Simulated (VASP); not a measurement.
# Si16C17 (a cell with a defect) in VASP: notebook

Si16C17 (a cell with a defect) is run at these levels: PBE; tasks: single point.

Everything below comes from runs of VASP 6.6.1. Logs are shortened: lines on timing, memory, paths and dates and some standing lists are left out, and cuts for length are marked.

## (1) The cell of the first run

The cell holds a defect, 33 atoms: a = 7.586 Å, b = 7.586 Å, c = 7.586 Å, α = 109.47°, β = 109.47°, γ = 109.47°.

## (2) Single point, PBE

The input, INCAR:

```
SYSTEM = Si16C17
ALGO = Normal ; EDIFF = 1E-7
ENCUT = 520 ; GGA = PE
ISIF = 2 ; ISMEAR = 0
LASPH = .TRUE. ; LCHARG = .FALSE.
LREAL = Auto ; LWAVE = .FALSE.
NBANDS = 88 ; NELM = 100
PREC = Accurate ; SIGMA = 0.02
```

The input, KPOINTS:

```
Automatic mesh
0
Gamma
  2 2 2
  0.5 0.5 0.5
```

The input, POSCAR:

```
Si16C17
1.0
    4.3797259441      4.3797259441      4.3797259441
   -4.3797259441      4.3797259441     -4.3797259441
   -4.3797259441     -4.3797259441      4.3797259441
Si C
16 17
Direct
    0.2507386339      0.0117167148     -0.0000206634
    0.2407754534      0.7456530481      0.2594348401
    0.5616027193      0.7500372265      0.0000448658
    0.2518383602      0.4985035657      0.5000561743
    0.5019247843      0.5031764608      0.2524877159
    0.7520157750      0.4944334480     -0.0000077630
    0.2494660657      0.2507320125      0.7475578476
    0.4980617573      0.2490456056      0.4985639576
    0.7474622937      0.2467865601      0.2484257038
   -0.0019750094      0.2526448034      0.0000077630
    0.4990030262     -0.0016584371      0.7515095789
    0.7518092552     -0.0015389091      0.4999320798
    0.0125401682      0.0056457870      0.2535904105
    0.7589808226      0.7520759385      0.7464502441
   -0.0004783404      0.7504773225      0.5014720163
   -0.0186950054      0.4861723147      0.7405165395
    0.5017003411      0.2567096696      0.2551234973
    0.4988294994     -0.0022722883      0.4969551812
    0.7722903312      0.0097492401      0.2622652683
    0.5099851060      0.7474645770      0.7377354294
    0.7525607862      0.7504998125      0.4979463391
   -0.0046754067      0.7488847571      0.2527744919
    0.5041224104      0.4933632898      0.0000157544
    0.7425374422      0.4961136902      0.7472037159
    0.0018123280      0.5007118089      0.5029691419
    0.2498588985      0.4999627894      0.2497200770
    0.7488703727      0.2479385728     -0.0000372169
    0.0001411047      0.2502484206      0.7502954618
    0.2546243793      0.2525756210      0.5020891782
   -0.0011227871      0.0088403933      0.0000242024
    0.2465980780      0.0016109455      0.7448834794
    0.1847608755      0.7451138591     -0.0000619902
    0.3746138505     -0.1687394393      0.0000037674
```

Potentials or basis: VASP PAW PBE potentials, release 64 (Si, C).

Started as:

```sh
cat potpaw_PBE.64/Si/POTCAR potpaw_PBE.64/C/POTCAR > POTCAR
mpirun -np 1 vasp_std > vasp.out
```

OUTCAR:

```text
SYSTEM = Si16C17
   EDIFF = 1E-7
   ENCUT = 520
   GGA = PE
   ISIF = 2
   ISMEAR = 0
   LASPH = .TRUE.
   LREAL = Auto
   NELM = 100
   PREC = Accurate

 ion  position               nearest neighbor table
   1  0.251  0.012  1.000-  31 1.90  17 1.90  33 1.90  30 1.90  32 1.91   7 3.04   5 3.04  14 3.05
                            13 3.05  10 3.06   9 3.08  11 3.08  15 3.09   8 3.09
   2  0.241  0.746  0.259-  22 1.85  26 1.87  32 1.87  18 1.90  15 2.99   4 3.02  13 3.03   6 3.03
                            11 3.05  10 3.06   8 3.12   5 3.12
   3  0.562  0.750  0.000-  33 1.72  23 1.85  19 1.89  20 1.89   6 2.78  13 2.80  14 2.80   9 3.11
                            11 3.11   5 3.13   7 3.13  12 3.13   4 3.13
   4  0.252  0.499  0.500-  29 1.88  20 1.89  26 1.90  25 1.91   2 3.02  13 3.05   7 3.07   8 3.07
                             5 3.08  11 3.10  10 3.10  15 3.12   9 3.12   3 3.13  14 3.14
   5  0.502  0.503  0.252-  17 1.88  21 1.88  26 1.90  23 1.90   1 3.04  14 3.06  12 3.07  15 3.08
                             4 3.08   8 3.10   9 3.11   6 3.11  10 3.12   2 3.12   7 3.13   3 3.13
   6  0.752  0.494  1.000-  27 1.86  23 1.88  22 1.90  24 1.90   3 2.78  10 3.02   2 3.03  16 3.03
                             9 3.07  11 3.07   8 3.11  15 3.11   7 3.11   5 3.11
   7  0.249  0.251  0.748-  31 1.88  29 1.88  28 1.90  23 1.90   1 3.04  13 3.06   4 3.07   8 3.08
                            12 3.08  15 3.10  11 3.11   6 3.11  10 3.12  16 3.12   5 3.13   3 3.13
   8  0.498  0.249  0.499-  29 1.86  24 1.87  17 1.88  18 1.90  16 2.99  13 3.01   4 3.07   7 3.08
                             1 3.09   9 3.09   5 3.10   6 3.11  14 3.12  11 3.12   2 3.12  12 3.12
   9  0.747  0.247  0.248-  27 1.89  19 1.90  17 1.91  25 1.93  16 3.05   6 3.07  11 3.08   1 3.08
                            10 3.09   8 3.09  12 3.10   5 3.11   3 3.11  15 3.12   4 3.12  13 3.14
  10  0.998  0.253  0.000-  30 1.85  27 1.88  28 1.89  26 1.89   6 3.02   2 3.06  16 3.06   1 3.06
                             9 3.09  11 3.09   4 3.10  12 3.10  14 3.10  13 3.10   7 3.12   5 3.12
  11  0.499  0.998  0.752-  27 1.89  20 1.90  31 1.91  18 1.93   2 3.05   6 3.07   9 3.08   1 3.08
                            10 3.09  15 3.09   4 3.10   7 3.11   3 3.11   8 3.12  12 3.12  14 3.14
  12  0.752  0.998  0.500-  21 1.88  19 1.89  28 1.90  18 1.91  16 3.02  14 3.05   5 3.07  15 3.07
                             7 3.08   9 3.10  10 3.10   8 3.12  11 3.12   3 3.13  13 3.14
  13  0.013  0.006  0.254-  19 1.86  29 1.87  30 1.90  22 1.91   3 2.80   8 3.01   2 3.03   1 3.05
                             4 3.05   7 3.06  10 3.10  15 3.12   9 3.14  14 3.14  12 3.14
  14  0.759  0.752  0.746-  20 1.86  21 1.87  30 1.90  24 1.91   3 2.80  15 3.01  16 3.03   1 3.05
                            12 3.05   5 3.06  10 3.10   8 3.12  11 3.14  13 3.14   4 3.14
  15  1.000  0.750  0.501-  21 1.86  22 1.87  31 1.88  25 1.90   2 2.99  14 3.01  12 3.07   5 3.08
                             1 3.09  11 3.09   7 3.10   6 3.11  13 3.12   9 3.12  16 3.12   4 3.12
  16  0.981  0.486  0.741-  24 1.85  28 1.87  32 1.87  25 1.90   8 2.99  12 3.02  14 3.03   6 3.03
                             9 3.05  10 3.06  15 3.12   7 3.12
  17  0.502  0.257  0.255-   5 1.88   8 1.88   1 1.90   9 1.91
  18  0.499  0.998  0.497-   2 1.90   8 1.90  12 1.91  11 1.93
  19  0.772  0.010  0.262-  13 1.86   3 1.89  12 1.89   9 1.90
  20  0.510  0.747  0.738-  14 1.86   3 1.89   4 1.89  11 1.90
  21  0.753  0.750  0.498-  15 1.86  14 1.87  12 1.88   5 1.88
  22  0.995  0.749  0.253-   2 1.85  15 1.87   6 1.90  13 1.91
[... 8 lines left out ...]
  31  0.247  0.002  0.745-   7 1.88  15 1.88   1 1.90  11 1.91
  32  0.185  0.745  1.000-  33 1.37  16 1.87   2 1.87   1 1.91
  33  0.375  0.831  0.000-  32 1.37   3 1.72   1 1.90

  LATTYP: Found a body centered cubic cell.
 ALAT       =     8.7594518882

  Lattice vectors:

 A1 = (   4.3797259441,   4.3797259441,   4.3797259441)
 A2 = (  -4.3797259441,   4.3797259441,  -4.3797259441)
 A3 = (  -4.3797259441,  -4.3797259441,   4.3797259441)

Analysis of symmetry for initial positions (statically):
=====================================================================
 Subroutine PRICEL returns:
 Original cell was already a primitive cell.

 Routine SETGRP: Setting up the symmetry group for a
 body centered cubic supercell.

 Subroutine GETGRP returns: Found  1 space group operations
 (whereof  1 operations were pure point group operations)
 out of a pool of 48 trial point group operations.

The static configuration has the point symmetry C_1 .

Analysis of symmetry for dynamics (positions and initial velocities):
=====================================================================
 Subroutine PRICEL returns:
 Original cell was already a primitive cell.

 Routine SETGRP: Setting up the symmetry group for a
 body centered cubic supercell.

 Subroutine GETGRP returns: Found  1 space group operations
 (whereof  1 operations were pure point group operations)
 out of a pool of 48 trial point group operations.

The dynamic configuration has the point symmetry C_1 .

 Subroutine INISYM returns: Found  1 space group operations
 (whereof  1 operations are pure point group operations),
 and found     1 'primitive' translations

----------------------------------------------------------------------------------------

                                     Primitive cell
[... 102 lines left out ...]

 Subroutine IBZKPT returns following result:
 ===========================================

 Found      4 irreducible k-points:

 Following reciprocal coordinates:
            Coordinates               Weight
  0.250000  0.250000  0.250000      2.000000
 -0.250000  0.250000  0.250000      2.000000
  0.250000 -0.250000  0.250000      2.000000
  0.250000  0.250000 -0.250000      2.000000
   k-points           NKPTS =      4   k-points in BZ     NKDIM =      4   number of bands    NBANDS=     88
   number of dos      NEDOS =    301   number of ions     NIONS =     33
   total plane-waves  NPLWV = 175616
   dimension x,y,z NGX =    56 NGY =   56 NGZ =   56
   dimension x,y,z NGXF=   112 NGYF=  112 NGZF=  112
   ions per type =              16  17
   NGX,Y,Z   is equivalent  to a cutoff of  12.27, 12.27, 12.27 a.u.
   NGXF,Y,Z  is equivalent  to a cutoff of  24.54, 24.54, 24.54 a.u.
 SYSTEM =  Si16C17
   PREC   = accura    normal or accurate (medium, high low for compatibility)
   ISTART =      0    job   : 0-new  1-cont  2-samecut
   ICHARG =      2    charge: 1-file 2-atom 10-const
   ISPIN  =      1    spin polarized calculation?
   LNONCOLLINEAR =      F non collinear calculations
   LSORBIT =      F    spin-orbit coupling
   LASPH  =      T    aspherical Exc in radial PAW
   ENCUT  =  520.0 eV  38.22 Ry    6.18 a.u.  14.10 14.10 14.10*2*pi/ulx,y,z
   NELM   =    100;   NELMIN=  2; NELMDL= -5     # of ELM steps
   EDIFF  = 0.1E-06   stopping-criterion for ELM
   LREAL  =      T    real-space projection
   EDIFFG = 0.1E-05   stopping-criterion for IOM
   NSW    =      0    number of steps for IOM
   IBRION =     -1    ionic relax: 0-MD 1-quasi-New 2-CG
   NFREE  =      0    steps in history (QN), initial steepest desc. (CG)
   ISIF   =      2    stress and relaxation
   ISYM   =      2    0-nonsym 1-usesym 2-fastsym
   POTIM  = 0.5000    time-step for ionic-motion
   TEBEG  =    0.0;   TEEND  =   0.0 temperature during run
   PSTRESS=    0.0 pullay stress
   NELECT =     132.0000    total number of electrons
   NUPDOWN=      -1.0000    fix difference up-down
   EMIN   =  10.00;   EMAX   =-10.00  energy-range for DOS
   EFERMI =   0.00;   METHOD = LEGACY
   ISMEAR =     0;   SIGMA  =   0.02  broadening in eV -4-tet -1-fermi 0-gaus
   EFERMI_NEDOS =   21; number of points for ismear=-14 and -15
   IALGO  =     38    algorithm
   IMIX   =      4    mixing-type and parameters
     AMIX     =   0.40;   BMIX     =  1.00
     AMIX_MAG =   1.60;   BMIX_MAG =  1.00
  volume/ion in A,a.u.               =      10.18        68.72
  Fermi-wavevector in a.u.,A,eV,Ry     =   1.198945  2.265677 19.557950  1.437469
  Thomas-Fermi vector in A             =   2.334821
   LORBIT       =      0    0 simple, 1 ext, 2 COOP (PROOUT), +10 PAW based schemes
   GGA     = PE    functional components
   LHFCALC =     F    Hartree Fock is set to
   AEXX    =    0.0000 exact exchange contribution
   IVDW    =     0    specifies the selected vdW correction
   LEPSILON=     F    determine dielectric tensor
   LRPA    =     F    only Hartree local field effects (RPA)
 non-spin polarized calculation
 Gauss-broadening in eV      SIGMA  =   0.02
  energy-cutoff  :      520.00
  volume of cell :      336.05
 maximum number of plane-waves:      9092
   NGX = 29   NGY = 29   NGZ = 29

 number of electron     131.9999998 magnetization

 Free energy of the ion-electron system (eV)
  ---------------------------------------------------
  ext. energy  EPLUGINS =         0.00000000
  ---------------------------------------------------
  free energy    TOTEN  =      -243.64934306 eV

  energy without entropy =     -243.64934306  energy(sigma->0) =     -243.64934306

 E-fermi :   9.3418     XC(G=0): -11.3991

 val. band max:        9.2293057847   @ k =  -0.2500   0.2500   0.2500
 cond. band min:       9.7446556402   @ k =   0.2500   0.2500   0.2500
 fundamental gap:      0.5153498555
 Fermi energy:         9.3418280205

 k-point     1 :       0.2500    0.2500    0.2500
  band No.  band energies     occupation
      1      -7.5836      2.00000
      2      -6.2563      2.00000
      3      -6.1237      2.00000
      4      -6.0994      2.00000
      5      -5.0065      2.00000
      6      -3.6637      2.00000
[... 313 lines left out ...]
     77      13.3553      0.00000
     78      13.5725      0.00000
 [bands above 78 left out]

------------------------ aborting loop because EDIFF is reached ----------------------------------------

  FORCE on cell =-STRESS in cart. coord.  units (eV):
  Direction    XX          YY          ZZ          XY          YZ          ZX
  --------------------------------------------------------------------------------------
  -------------------------------------------------------------------------------------
  Total       15.4337662     12.6130332     15.4416646      4.5133473      4.5334494      8.8725982
  in kB       73.5837134     60.1352778     73.6213707     21.5183285     21.6141695     42.3019705
  external PRESSURE =      69.1134540 kB  Pullay stress =       0.0000000 kB

 VOLUME and BASIS-vectors are now :
 -----------------------------------------------------------------------------
  energy-cutoff  :      520.00
  volume of cell :      336.05
      direct lattice vectors                 reciprocal lattice vectors
     4.379725944  4.379725944  4.379725944     0.000000000  0.114162394  0.114162394
    -4.379725944  4.379725944 -4.379725944    -0.114162394  0.114162394  0.000000000
    -4.379725944 -4.379725944  4.379725944    -0.114162394  0.000000000  0.114162394

 POSITION                                       TOTAL-FORCE (eV/Angst)
 -----------------------------------------------------------------------------------
     -3.33278     -3.23015      5.42649        -0.002114     -0.002132      0.001075
     -3.34748      3.18403     -1.07497         0.008072      0.002046     -0.008241
     -0.82549      5.74443     -0.82510        -0.012821     -0.005184     -0.018085
     -3.27044      1.09618      1.10978        -0.006118      0.002947     -0.001713
     -1.11131      3.29624      1.10034         0.004464     -0.003294     -0.000007
     -3.25155      1.07941      5.50783         0.002171     -0.001411      0.001841
[... 25 lines left out ...]
     -6.83365     -0.30686      1.92526        -0.024306     -0.082794     -0.022532
     -2.00000      5.28138     -1.99997         0.044394      0.072223      0.044066
 -----------------------------------------------------------------------------------
    total drift:                                0.004725      0.012889      0.007246

  FREE ENERGIE OF THE ION-ELECTRON SYSTEM (eV)
  ---------------------------------------------------
  free  energy   TOTEN  =      -243.6493430616 eV

  energy  without entropy=     -243.6493430616  energy(sigma->0) =     -243.64934306
```

It took 2 min on 1 thread of AMD EPYC 9R45 (Zen 5), shared host; peak memory 0.39 GiB.

What came out:

```yaml
Free_energy: -243.6493 eV
Pressure: 6.9 GPa
Largest_force: 0.096 eV/Å
Band_gap_on_the_k_mesh: 0.52 eV
```

Forces on the atoms (eV/Å):
```
Si  -0.002 -0.002  0.001
Si   0.008  0.002 -0.008
Si  -0.013 -0.005 -0.018
Si  -0.006  0.003 -0.002
Si   0.004 -0.003  0.000
Si   0.002 -0.001  0.002
Si   0.002 -0.005  0.003
Si   0.000  0.002  0.000
Si   0.000  0.005 -0.003
Si   0.000  0.002 -0.001
Si   0.000  0.006  0.003
Si  -0.003  0.000 -0.005
Si  -0.005 -0.008 -0.002
Si  -0.005 -0.011 -0.009
Si   0.003  0.004 -0.005
Si  -0.009  0.003  0.005
C    0.014 -0.004 -0.001
C   -0.008  0.003  0.002
C   -0.002  0.003  0.008
C    0.007  0.004  0.002
C   -0.008 -0.009  0.000
C    0.002  0.009  0.001
C   -0.004  0.009 -0.002
C    0.000  0.006  0.006
C   -0.002  0.004 -0.003
C    0.003  0.002 -0.006
C   -0.002  0.000  0.002
C   -0.003  0.002  0.004
C    0.002 -0.011 -0.008
C    0.003  0.007  0.001
C    0.000 -0.005  0.012
C   -0.024 -0.083 -0.023
C    0.044  0.072  0.044
```

## (3) Single point, PBE

The input, INCAR:

```
SYSTEM = Si16C17
  ALGO = Normal
  EDIFF = 1E-6
  ENCUT = 520
  GGA = PE
  ISIF = 2
  ISMEAR = 0
  LASPH = .TRUE.
  LCHARG = .TRUE.
  LELF = .TRUE.
  LREAL = Auto
  LVHAR = .TRUE.
  LWAVE = .FALSE.
  NBANDS = 88
  NELM = 100
  PREC = Accurate
  SIGMA = 0.02
```

KPOINTS is that of step 2.

The input, POSCAR:

```
Si16C17
1.0
    4.3797259441      4.3797259441      4.3797259441
   -4.3797259441      4.3797259441     -4.3797259441
   -4.3797259441     -4.3797259441      4.3797259441
Si C
16 17
Direct
    0.2526305331      0.0097390797     -0.0005027712
    0.2411046978      0.7440156169      0.2595888452
    0.5593676479      0.7549277152      0.0073583371
    0.2536267141      0.5000877973      0.5022837109
    0.5041446721      0.5035167789      0.2528030325
    0.7532101419      0.4957858158     -0.0006696766
    0.2521485395      0.2516189401      0.7489300796
    0.4960381147      0.2477918742      0.4959521504
    0.7499067389      0.2478434756      0.2476393532
    0.0007366899      0.2530032733      0.0002683958
    0.5020644050      0.0001236379      0.7512963236
    0.7532502129     -0.0020670243      0.4989027916
    0.0144278434      0.0071232768      0.2546691310
    0.7581590817      0.7517906467      0.7484255960
    0.0011090877      0.7513382212      0.5031164114
   -0.0277895242      0.4775111563      0.7323527867
    0.5031017986      0.2565320329      0.2540462609
    0.4996195031     -0.0026527916      0.4951572376
    0.7758059621      0.0122448301      0.2630704557
    0.5094229704      0.7505105438      0.7447062994
    0.7532587751      0.7508537160      0.4996708762
   -0.0029102278      0.7505209326      0.2541222931
    0.5065505304      0.4955111410      0.0012374062
    0.7371883632      0.4928012683      0.7431975291
    0.0019073111      0.5004262888      0.5015504459
    0.2525975401      0.5004349651      0.2507229936
    0.7517101622      0.2495032826     -0.0005764059
    0.0006683067      0.2479471350      0.7490013169
    0.2552448519      0.2531362725      0.5025736834
    0.0017446297      0.0087296558      0.0012469958
    0.2504297104      0.0017735128      0.7467985536
    0.1664889560      0.7320510555     -0.0097677345
    0.3656255027     -0.1755625831      0.0145583310
```

Potentials or basis: VASP PAW PBE potentials, release 64 (Si, C).

Started as:

```sh
cat potpaw_PBE.64/Si/POTCAR potpaw_PBE.64/C/POTCAR > POTCAR
mpirun -np 1 vasp_std > vasp.out
```

Wall time 1.9 min (1 thread of AMD EPYC 9R45 (Zen 5), shared host); peak memory 0.39 GiB.

Results (log left out):

```yaml
Free_energy: -243.5490 eV
Pressure: 7.1 GPa
Largest_force: 0.726 eV/Å
Band_gap_on_the_k_mesh: 0.28 eV
```

Forces on the atoms (eV/Å):
```
Si  -0.018 -0.019 -0.010
Si  -0.035 -0.089 -0.042
Si   0.154  0.030  0.039
Si   0.007 -0.017  0.001
Si  -0.018 -0.038  0.012
Si  -0.008 -0.042  0.023
Si   0.003 -0.030 -0.015
Si   0.004  0.007  0.031
Si  -0.031 -0.037 -0.012
Si  -0.022 -0.028 -0.013
Si  -0.004 -0.036 -0.014
Si  -0.024 -0.025  0.021
Si   0.012 -0.018 -0.012
Si  -0.001  0.021  0.003
Si  -0.009 -0.017 -0.013
Si  -0.110  0.092  0.154
C   -0.014 -0.039  0.004
C    0.020 -0.031 -0.012
C   -0.018 -0.063 -0.014
C    0.076  0.033 -0.006
C   -0.007 -0.018 -0.003
C   -0.017 -0.059 -0.018
C    0.013 -0.047  0.019
C   -0.021  0.047  0.080
C   -0.038 -0.027  0.044
C   -0.019 -0.036  0.001
C   -0.017 -0.034  0.000
C   -0.038 -0.001  0.002
C    0.000 -0.014  0.004
C   -0.033  0.006 -0.052
C   -0.018 -0.013 -0.052
C   -0.181  0.062  0.206
C    0.412  0.481 -0.355
```

Stress tensor (GPa, compression positive):
```
7.22 1.15 4.02
1.15 6.62 3.27
4.02 3.27 7.38
```

Levels at points of the mesh, in eV from the valence-band top:
| k point | band 63 | band 64 | band 65 | band 66 | band 67 | band 68 | band 69 | band 70 |
| --- | --- | --- | --- | --- | --- | --- | --- | --- |
| (0.25, 0.25, 0.25) | -1.97 | -1.95 | -1.89 | -0.22 | 0.28 | 1.73 | 2.07 | 2.10 |
